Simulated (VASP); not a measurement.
# LiV (P4/mmm) in VASP: a series of runs

The runs below take LiV through single point, relaxation of cell and atoms, with PBE.

All numbers are computed with VASP 6.6.1; they aren't measurements. Logs are shortened: lines on timing, memory, paths and dates and some standing lists are left out, and cuts for length are marked.

## (1) The cell of the first run

The structure is tetragonal, space group P4/mmm (No. 123). Conventional cell: a = 2.393 Å, b = 2.393 Å, c = 4.916 Å, α = 90.00°, β = 90.00°, γ = 90.00°. Li (site symmetry 4/mmm) has 4 Li at 2.39 Å and 8 V at 2.98 Å within 3.2 Å. Within 3.2 Å of V (site symmetry 4/mmm) lie 4 V at 2.39 Å and 8 Li at 2.98 Å.

## (2) Single point, PBE

File INCAR:

```
PREC     = Accurate       # precision mode
ENCUT    = 520            # plane-wave cutoff, eV
EDIFF    = 1E-6           # SCF threshold, eV
ISMEAR   = 0              # smearing method
SIGMA    = 0.1            # smearing width, eV
LREAL    = F              # projectors in reciprocal space
LASPH    = T              # aspherical terms in the spheres
NELM     = 80             # most SCF steps
ALGO     = Fast           # electronic algorithm
ISIF     = 2              # what is computed and relaxed
LWAVE    = F              # write WAVECAR
LCHARG   = F              # write CHGCAR
GGA      = PE             # functional
NBANDS   = 15             # bands
```

File KPOINTS:

```
Automatic mesh
0
Gamma
  22 22 12
```

File POSCAR:

```
LiV
1.0
    2.3934985393      0.0000000000      0.0000000000
    0.0000000000      2.3934985393      0.0000000000
    0.0000000000      0.0000000000      4.9164292373
Li V
1 1
Direct
    0.5000000000      0.5000000000      0.5000000000
    0.0000000000      0.0000000000      0.0000000000
```

Potentials or basis: VASP PAW PBE potentials, release 64 (Li_sv, V_sv).

Launch:

```bash
$ cat potpaw_PBE.64/Li_sv/POTCAR potpaw_PBE.64/V_sv/POTCAR > POTCAR
$ mpirun -np 1 vasp_std > vasp.out
```

OUTCAR:

```text
PREC = Accurate
   ENCUT = 520
   EDIFF = 1E-6
   ISMEAR = 0
   LREAL = F
   LASPH = T
   NELM = 80
   ISIF = 2
   GGA = PE

 ion  position               nearest neighbor table
   1  0.500  0.500  0.500-
   2  0.000  0.000  0.000-

  LATTYP: Found a simple tetragonal cell.
 ALAT       =     2.3934985393
 C/A-ratio  =     2.0540765564

  Lattice vectors:

 A1 = (   2.3934985393,   0.0000000000,   0.0000000000)
 A2 = (   0.0000000000,   2.3934985393,   0.0000000000)
 A3 = (   0.0000000000,   0.0000000000,   4.9164292373)

Analysis of symmetry for initial positions (statically):
=====================================================================
 Subroutine PRICEL returns:
 Original cell was already a primitive cell.

 Routine SETGRP: Setting up the symmetry group for a
 simple tetragonal supercell.

 Subroutine GETGRP returns: Found 16 space group operations
 (whereof 16 operations were pure point group operations)
 out of a pool of 16 trial point group operations.

The static configuration has the point symmetry D_4h.

Analysis of symmetry for dynamics (positions and initial velocities):
=====================================================================
 Subroutine PRICEL returns:
 Original cell was already a primitive cell.

 Routine SETGRP: Setting up the symmetry group for a
 simple tetragonal supercell.

 Subroutine GETGRP returns: Found 16 space group operations
 (whereof 16 operations were pure point group operations)
 out of a pool of 16 trial point group operations.

The dynamic configuration has the point symmetry D_4h.

 Subroutine INISYM returns: Found 16 space group operations
 (whereof 16 operations are pure point group operations),
 and found     1 'primitive' translations

----------------------------------------------------------------------------------------

                                     Primitive cell

  volume of cell :      28.1654

  direct lattice vectors                    reciprocal lattice vectors
     2.393498539  0.000000000  0.000000000     0.417798458  0.000000000  0.000000000
     0.000000000  2.393498539  0.000000000     0.000000000  0.417798458  0.000000000
     0.000000000  0.000000000  4.916429237     0.000000000  0.000000000  0.203399653

  length of vectors
     2.393498539  2.393498539  4.916429237     0.417798458  0.417798458  0.203399653

  position of ions in fractional coordinates (direct lattice)
[... 88 lines left out ...]
   TEBEG  =    0.0;   TEEND  =   0.0 temperature during run
   PSTRESS=    0.0 pullay stress
   NELECT =      16.0000    total number of electrons
   NUPDOWN=      -1.0000    fix difference up-down
   EMIN   =  10.00;   EMAX   =-10.00  energy-range for DOS
   EFERMI =   0.00;   METHOD = LEGACY
   ISMEAR =     0;   SIGMA  =   0.10  broadening in eV -4-tet -1-fermi 0-gaus
   EFERMI_NEDOS =   21; number of points for ismear=-14 and -15
   IALGO  =     68    algorithm
   IMIX   =      4    mixing-type and parameters
     AMIX     =   0.40;   BMIX     =  1.00
     AMIX_MAG =   1.60;   BMIX_MAG =  1.00
  volume/ion in A,a.u.               =      14.08        95.03
  Fermi-wavevector in a.u.,A,eV,Ry     =   1.355843  2.562172 25.011735  1.838311
  Thomas-Fermi vector in A             =   2.482897
   LORBIT       =      0    0 simple, 1 ext, 2 COOP (PROOUT), +10 PAW based schemes
   GGA     = PE    functional components
   LHFCALC =     F    Hartree Fock is set to
   AEXX    =    0.0000 exact exchange contribution
   IVDW    =     0    specifies the selected vdW correction
   LEPSILON=     F    determine dielectric tensor
   LRPA    =     F    only Hartree local field effects (RPA)
 non-spin polarized calculation
 RMM-DIIS sequential band-by-band and
 Gauss-broadening in eV      SIGMA  =   0.10
  energy-cutoff  :      520.00
  volume of cell :       28.17
 maximum number of plane-waves:       784
 NGX is ok and might be reduce to    18
   NGX =  9   NGY =  9   NGZ = 19

 number of electron      15.9999994 magnetization

 Free energy of the ion-electron system (eV)
  ---------------------------------------------------
  ext. energy  EPLUGINS =         0.00000000
  ---------------------------------------------------
  free energy    TOTEN  =        -9.99257385 eV

  energy without entropy =       -9.98351782  energy(sigma->0) =       -9.98804583

 E-fermi :   5.3897     XC(G=0): -10.3569

 val. band max:        5.3895178360   @ k =   0.3182   0.2727   0.1667
 cond. band min:       5.3904152369   @ k =   0.4545   0.1818   0.3333
 fundamental gap:      0.0008974009
 Fermi energy:         5.3897455199

 k-point     1 :       0.0000    0.0000    0.0000
  band No.  band energies     occupation
      1     -58.5246      2.00000
      2     -40.0944      2.00000
      3     -32.3040      2.00000
      4     -31.6987      2.00000
      5     -31.6987      2.00000
      6       0.0603      2.00000
      7       3.3585      2.00000
      8       3.4111      2.00000
      9       4.6073      2.00000
     10       8.0140      0.00000
     11       8.0140      0.00000
     12       9.1343      0.00000
     13      10.7061      0.00000
     14      21.7458      0.00000
[... 401 lines left out ...]
      2     -40.0819      2.00000
      3     -32.2798      2.00000
      4     -31.7972      2.00000
      5     -31.7853      2.00000
      6       0.5231      2.00000
      7       3.7102      2.00000
      8       3.7188      2.00000
      9       4.5532      2.00000
     10       7.7515      0.00000
     11       8.3732      0.00000
     12       8.7413      0.00000
     13      10.7706      0.00000
     14      19.4651      0.00000
     15      21.5247      0.00000

 [... further k-points ...]

------------------------ aborting loop because EDIFF is reached ----------------------------------------

  FORCE on cell =-STRESS in cart. coord.  units (eV):
  Direction    XX          YY          ZZ          XY          YZ          ZX
  --------------------------------------------------------------------------------------
  -------------------------------------------------------------------------------------
  Total        0.0251135      0.0251135     -0.0064822      0.0000000      0.0000000      0.0000000
  in kB        1.4285730      1.4285730     -0.3687399      0.0000000      0.0000000      0.0000000
  external PRESSURE =       0.8294687 kB  Pullay stress =       0.0000000 kB

 VOLUME and BASIS-vectors are now :
 -----------------------------------------------------------------------------
  energy-cutoff  :      520.00
  volume of cell :       28.17
      direct lattice vectors                 reciprocal lattice vectors
     2.393498539  0.000000000  0.000000000     0.417798458  0.000000000  0.000000000
     0.000000000  2.393498539  0.000000000     0.000000000  0.417798458  0.000000000
     0.000000000  0.000000000  4.916429237     0.000000000  0.000000000  0.203399653

 POSITION                                       TOTAL-FORCE (eV/Angst)
 -----------------------------------------------------------------------------------
      1.19675      1.19675      2.45821         0.000000      0.000000      0.000000
      0.00000      0.00000      0.00000         0.000000      0.000000      0.000000
 -----------------------------------------------------------------------------------
    total drift:                                0.000000     -0.000000     -0.000000

  FREE ENERGIE OF THE ION-ELECTRON SYSTEM (eV)
  ---------------------------------------------------
  free  energy   TOTEN  =        -9.9925738459 eV

  energy  without entropy=       -9.9835178218  energy(sigma->0) =       -9.98804583
```

OSZICAR:

```text
N       E                     dE             d eps       ncg     rms          rms(c)
DAV:   1     0.123832958903E+03    0.12383E+03   -0.81924E+03 16396   0.117E+03
DAV:   2    -0.563397418675E+01   -0.12947E+03   -0.12432E+03 17094   0.333E+02
DAV:   3    -0.115908970934E+02   -0.59569E+01   -0.58358E+01 31228   0.570E+01
DAV:   4    -0.116509829615E+02   -0.60086E-01   -0.60064E-01 17329   0.535E+00
DAV:   5    -0.116515746858E+02   -0.59172E-03   -0.59171E-03 22205   0.462E-01    0.159E+01
RMM:   6    -0.108916959870E+02    0.75988E+00   -0.68203E+00 18469   0.239E+01    0.565E+00
RMM:   7    -0.100163283323E+02    0.87537E+00   -0.81508E-01 17026   0.875E+00    0.282E+00
RMM:   8    -0.999362571291E+01    0.22703E-01   -0.53086E-02 19127   0.189E+00    0.363E-01
RMM:   9    -0.999228577563E+01    0.13399E-02   -0.53216E-03 22322   0.653E-01    0.222E-01
RMM:  10    -0.999243380099E+01   -0.14803E-03   -0.17301E-03 22676   0.323E-01    0.431E-02
RMM:  11    -0.999251534514E+01   -0.81544E-04   -0.70663E-04 24087   0.166E-01    0.245E-02
RMM:  12    -0.999255401342E+01   -0.38668E-04   -0.27139E-04 24130   0.999E-02    0.126E-02
RMM:  13    -0.999256603139E+01   -0.12018E-04   -0.10508E-04 23804   0.612E-02    0.528E-03
RMM:  14    -0.999257146958E+01   -0.54382E-05   -0.39891E-05 20648   0.417E-02    0.277E-03
RMM:  15    -0.999257298569E+01   -0.15161E-05   -0.14091E-05 19166   0.301E-02    0.353E-03
RMM:  16    -0.999257384594E+01   -0.86025E-06   -0.34900E-06 17906   0.244E-02
   1 F= -.99925738E+01 E0= -.99880458E+01  d E =-.905602E-02
```

stdout:

```text
POSCAR found type information on POSCAR LiV
 POSCAR found :  2 types and       2 ions
 scaLAPACK will be used
 LDA part: xc-table for (Slater+PW92), standard interpolation
 POSCAR, INCAR and KPOINTS ok, starting setup
 FFT: planning ... GRIDC
 FFT: planning ... GRID_SOFT
 FFT: planning ... GRID
 WAVECAR not read
 entering main loop
WARNING in EDDRMM: call to ZHEGV failed, returncode =   8  4     13
WARNING in EDDRMM: call to ZHEGV failed, returncode =   6  3      8
WARNING in EDDRMM: call to ZHEGV failed, returncode =   8  4     14
WARNING in EDDRMM: call to ZHEGV failed, returncode =   6  3     13
WARNING in EDDRMM: call to ZHEGV failed, returncode =   6  3     12
```

Run time: 1.9 min. Hardware: 1 thread of AMD EPYC 9R45 (Zen 5), shared host; peak memory 0.29 GiB.

What came out:

* Free energy: -9.9926 eV
* Band gap on the k mesh: zero (bands 8 and 9 overlap by 1.86 eV)

Caveat: the cutoff is under 1.25 times the usual one of these potentials, so pressure, stress and relaxed cells hold a basis-set (Pulay) error.

(Part 1 of 2 ends here.)
